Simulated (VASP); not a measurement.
# YAl3 (Pm-3m) in VASP: elastic constants with LDA

Aim: the elastic constants of YAl3 with LDA.

Program: VASP 6.6.1. These are calculated values, not measurements. Logs are shortened: lines on timing, memory, paths and dates and some standing lists are left out, and cuts for length are marked.

## 1. The cell of the first run

It takes space group Pm-3m (No. 221, cubic). The conventional cell has a = 4.187 Å, b = 4.187 Å, c = 4.187 Å, α = 90.00°, β = 90.00°, γ = 90.00°. Y (site symmetry m-3m) has 12 Al at 2.96 Å within 3.9 Å. Within 3.9 Å of Al (site symmetry 4/mmm) lie 4 Y at 2.96 Å and 8 Al at 2.96 Å.

## 2. Elastic constants, LDA

Input file INCAR:

```
SYSTEM = YAl3
ALGO = Normal
EDIFF = 1E-8
ENCUT = 600
GGA = CA
IBRION = 6
ISIF = 3
ISMEAR = -1
LASPH = .True.
LCHARG = .True.
LREAL = .False.
LWAVE = .False.
NELM = 100
NFREE = 2
NSW = 1
POTIM = 0.015
PREC = Accurate
SIGMA = 0.1
```

Input file KPOINTS:

```
k-points
0
Gamma
  8 8 8
  0 0 0
```

Input file POSCAR:

```
YAl3
1.0
    4.1865412045      0.0000000000      0.0000000000
    0.0000000000      4.1865412045      0.0000000000
    0.0000000000      0.0000000000      4.1865412045
Y Al
1 3
Direct
    0.0000000000      0.0000000000      0.0000000000
    0.0000000000      0.5000000000      0.5000000000
    0.5000000000      0.5000000000      0.0000000000
    0.5000000000      0.0000000000      0.5000000000
```

Potentials or basis: VASP PAW LDA potentials, release 64 (Y_sv, Al).

The run is started by

```console
$ cat potpaw_LDA.64/Y_sv/POTCAR potpaw_LDA.64/Al/POTCAR > POTCAR
$ mpirun -np 1 vasp_std > vasp.out
```

OUTCAR:

```text
SYSTEM = YAl3
   EDIFF = 1E-8
   ENCUT = 600
   GGA = CA
   IBRION = 6
   ISIF = 3
   ISMEAR = -1
   LASPH = .True.
   LREAL = .False.
   NELM = 100
   NFREE = 2
   NSW = 1
   POTIM = 0.015
   PREC = Accurate

 ion  position               nearest neighbor table
   1  0.000  0.000  0.000-   2 2.96   3 2.96   4 2.96   2 2.96   4 2.96   2 2.96   3 2.96   2 2.96
                             3 2.96   4 2.96   4 2.96   3 2.96
   2  0.000  0.500  0.500-   1 2.96   3 2.96   4 2.96   1 2.96   3 2.96   1 2.96   4 2.96   1 2.96
                             3 2.96   4 2.96   3 2.96   4 2.96
   3  0.500  0.500  0.000-   1 2.96   2 2.96   4 2.96   2 2.96   4 2.96   1 2.96   4 2.96   4 2.96
                             1 2.96   2 2.96   2 2.96   1 2.96
   4  0.500  0.000  0.500-   1 2.96   2 2.96   3 2.96   1 2.96   3 2.96   2 2.96   3 2.96   3 2.96
                             1 2.96   2 2.96   1 2.96   2 2.96

  LATTYP: Found a simple cubic cell.
 ALAT       =     4.1865412045

  Lattice vectors:

 A1 = (   4.1865412045,   0.0000000000,   0.0000000000)
 A2 = (   0.0000000000,   4.1865412045,   0.0000000000)
 A3 = (   0.0000000000,   0.0000000000,   4.1865412045)

Analysis of symmetry for initial positions (statically):
=====================================================================
 Subroutine PRICEL returns:
 Original cell was already a primitive cell.

 Routine SETGRP: Setting up the symmetry group for a
 simple cubic supercell.

 Subroutine GETGRP returns: Found 48 space group operations
 (whereof 48 operations were pure point group operations)
 out of a pool of 48 trial point group operations.

The static configuration has the point symmetry O_h .

Analysis of symmetry for dynamics (positions and initial velocities):
=====================================================================
 Subroutine PRICEL returns:
 Original cell was already a primitive cell.

 Routine SETGRP: Setting up the symmetry group for a
[... 767 lines left out ...]
      7       1.9677      2.00000
      8       3.3590      2.00000
      9       5.1357      2.00000
     10       5.6292      1.99987
     11       6.7418      0.36694
     12       8.9090      0.00000
     13       9.6180      0.00000
     14       9.9557      0.00000

 [... further k-points ...]
[... 5 lines left out ...]
  --------------------------------------------------------------------------------------
  -------------------------------------------------------------------------------------
  Total       -0.0009863      0.0002518      0.0008805      0.0000000      0.0000000      0.0000000
  in kB       -0.0215346      0.0054990      0.0192250      0.0000000      0.0000000      0.0000000
  external PRESSURE =       0.0010631 kB  Pullay stress =       0.0000000 kB
[... 19 lines left out ...]
  FREE ENERGIE OF THE ION-ELECTRON SYSTEM (eV)
  ---------------------------------------------------
  free  energy   TOTEN  =       -21.4146506041 eV

  energy  without entropy=      -21.3695417503  energy(sigma->0) =      -21.39209618

 INTERNAL STRAIN TENSORS FROM STRAINED CELLS
 ============================================

 INTERNAL STRAIN TENSOR FOR ION    1 for displacements in x,y,z  (eV/Angst):
          X           Y           Z          XY          YZ          ZX
  --------------------------------------------------------------------------------
  x     0.00000     0.00000     0.00000     0.00000     0.00000    -0.00000
  y     0.00000     0.00000     0.00000    -0.00000     0.00000     0.00000
  z     0.00000     0.00000     0.00000     0.00000     0.00000     0.00000

 INTERNAL STRAIN TENSORS FROM DISPLACED ATOMS
 ============================================

 INTERNAL STRAIN TENSOR FOR ION    1 for displacements in x,y,z  (eV/Angst):
          X           Y           Z          XY          YZ          ZX
  --------------------------------------------------------------------------------
  x     0.00000     0.00000     0.00000     0.00000     0.00000     0.00000
  y     0.00000     0.00000     0.00000     0.00000     0.00000     0.00000
  z     0.00000     0.00000     0.00000     0.00000     0.00000     0.00000

 INTERNAL STRAIN TENSOR FOR ION    4 for displacements in x,y,z  (eV/Angst):
          X           Y           Z          XY          YZ          ZX
  --------------------------------------------------------------------------------
  x     0.00000     0.00000     0.00000     0.00000     0.00000     0.00000
  y     0.00000     0.00000     0.00000     0.00000     0.00000     0.00000
  z     0.00000     0.00000     0.00000     0.00000     0.00000     0.00000

 Eigenvectors and eigenvalues of the dynamical matrix
 ----------------------------------------------------

   1 f  =    9.030647 THz    56.741231 2PiTHz  301.229971 cm-1    37.347740 meV
             X         Y         Z           dx          dy          dz
      0.000000  0.000000  0.000000     0.066174   -0.529385    0.117992
      0.000000  2.093271  2.093271     0.020383    0.562078   -0.125279
      2.093271  2.093271  0.000000    -0.070261    0.562078    0.036344
      2.093271  0.000000  2.093271    -0.070261   -0.163061   -0.125279
[... 71 lines left out ...]
  12 f/i=    0.001338 THz     0.008407 2PiTHz    0.044631 cm-1     0.005533 meV
             X         Y         Z           dx          dy          dz
      0.000000  0.000000  0.000000    -0.442277    0.572543   -0.014357
      0.000000  2.093271  2.093271    -0.243485    0.315341   -0.007908
      2.093271  2.093271  0.000000    -0.243594    0.315341   -0.007904
      2.093271  0.000000  2.093271    -0.243594    0.315200   -0.007908

--------------------------------------------------------------------------------------------------------

 ELASTIC MODULI CONTR FROM IONIC RELAXATION (kBar)
 Direction    XX          YY          ZZ          XY          YZ          ZX
 --------------------------------------------------------------------------------
 XX           0.0000      0.0000      0.0000      0.0000      0.0000      0.0000
 YY           0.0000      0.0000      0.0000      0.0000      0.0000      0.0000
 ZZ           0.0000      0.0000      0.0000      0.0000      0.0000      0.0000
 XY           0.0000      0.0000      0.0000      0.0000      0.0000      0.0000
 YZ           0.0000      0.0000      0.0000      0.0000      0.0000      0.0000
 ZX           0.0000      0.0000      0.0000      0.0000      0.0000      0.0000
 --------------------------------------------------------------------------------

 TOTAL ELASTIC MODULI (kBar)
 Direction    XX          YY          ZZ          XY          YZ          ZX
 --------------------------------------------------------------------------------
 XX        1714.8702    412.1238    412.1238     -0.0000     -0.0000     -0.0000
 YY         412.1238   1714.8702    412.1238     -0.0000     -0.0000     -0.0000
 ZZ         412.1238    412.1238   1714.8702     -0.0000      0.0000     -0.0000
 XY          -0.0000     -0.0000     -0.0000    650.1765      0.0000      0.0000
 YZ          -0.0000     -0.0000      0.0000      0.0000    650.1765      0.0000
 ZX          -0.0000     -0.0000     -0.0000      0.0000      0.0000    650.1765
 --------------------------------------------------------------------------------
```

OSZICAR:

```text
N       E                     dE             d eps       ncg     rms          rms(c)
DAV:   1     0.505723550071E+02    0.50572E+02   -0.98083E+03   980   0.142E+03
DAV:   2    -0.186461583446E+02   -0.69219E+02   -0.67589E+02  1208   0.229E+02
DAV:   3    -0.216726391464E+02   -0.30265E+01   -0.29835E+01  1590   0.340E+01
[... 227 lines left out ...]
DAV:   2    -0.214146880327E+02    0.10186E-03   -0.21319E-03  4724   0.301E-01    0.126E-01
DAV:   3    -0.214146502550E+02    0.37778E-04   -0.20546E-04  4112   0.864E-02    0.272E-02
DAV:   4    -0.214146507114E+02   -0.45634E-06   -0.13971E-05  4484   0.288E-02    0.948E-03
DAV:   5    -0.214146506333E+02    0.78018E-07   -0.10398E-06  4544   0.886E-03    0.116E-03
DAV:   6    -0.214146506041E+02    0.29237E-07   -0.17155E-07  4322   0.337E-03    0.442E-04
DAV:   7    -0.214146506041E+02   -0.26603E-10   -0.13807E-08  3606   0.920E-04
  19 F= -.21414651E+02 E0= -.21392096E+02  d E =-.451089E-01
```

stdout:

```text
POSCAR found type information on POSCAR Y Al
 POSCAR found :  2 types and       4 ions
 scaLAPACK will be used
 LDA part: xc-table for (Slater(with rela. corr.)+CA(PZ))
 , standard interpolation
 POSCAR, INCAR and KPOINTS ok, starting setup
 FFT: planning ... GRIDC
 FFT: planning ... GRID_SOFT
 FFT: planning ... GRID
 WAVECAR not read
 entering main loop
 Found     3 degrees of freedom:
 Adding 6 more for cell shape distortion
 Finite differences POTIM= 0.01500 DOF=   9
 bond charge predicted
 Finite differences progress:
 bond charge predicted
 Finite differences progress:
 bond charge predicted
 Finite differences progress:
 bond charge predicted
 Finite differences progress:
 bond charge predicted
 Finite differences progress:
 bond charge predicted
 Finite differences progress:
 bond charge predicted
 Finite differences progress:
 bond charge predicted
 Finite differences progress:
 bond charge predicted
 Finite differences progress:
 bond charge predicted
 Finite differences progress:
 bond charge predicted
 Finite differences progress:
 bond charge predicted
 Finite differences progress:
 bond charge predicted
 Finite differences progress:
 bond charge predicted
 Finite differences progress:
 bond charge predicted
 Finite differences progress:
 bond charge predicted
 Finite differences progress:
 bond charge predicted
 Finite differences progress:
 bond charge predicted
 Finite differences progress:
```

Run time: 11 min. Hardware: 1 thread of Intel Xeon 6975P-C (Granite Rapids), shared host; peak memory 0.46 GiB.

What came out:

```
Elastic constants C11, C12, C44                         : 171, 41, 65 GPa
Voigt bulk modulus                                      : 85 GPa
Highest phonon frequency at Γ, LO-TO splitting left out : 301 cm⁻¹
```

Phonon frequencies in cm⁻¹ (negative: imaginary):
| q point | frequencies |
| --- | --- |
| (0.000, 0.000, 0.000) | 0 0 0 186 186 186 250 250 250 301 301 301 |

Elastic tensor in Voigt notation (GPa, in the Cartesian axes of the cell as first typed):
```
171  41  41   0   0   0
 41 171  41   0   0   0
 41  41 171   0   0   0
  0   0   0  65   0   0
  0   0   0   0  65   0
  0   0   0   0   0  65
```

Clamped-ion elastic tensor (GPa):
```
171  41  41   0   0   0
 41 171  41   0   0   0
 41  41 171   0   0   0
  0   0   0  65   0   0
  0   0   0   0  65   0
  0   0   0   0   0  65
```
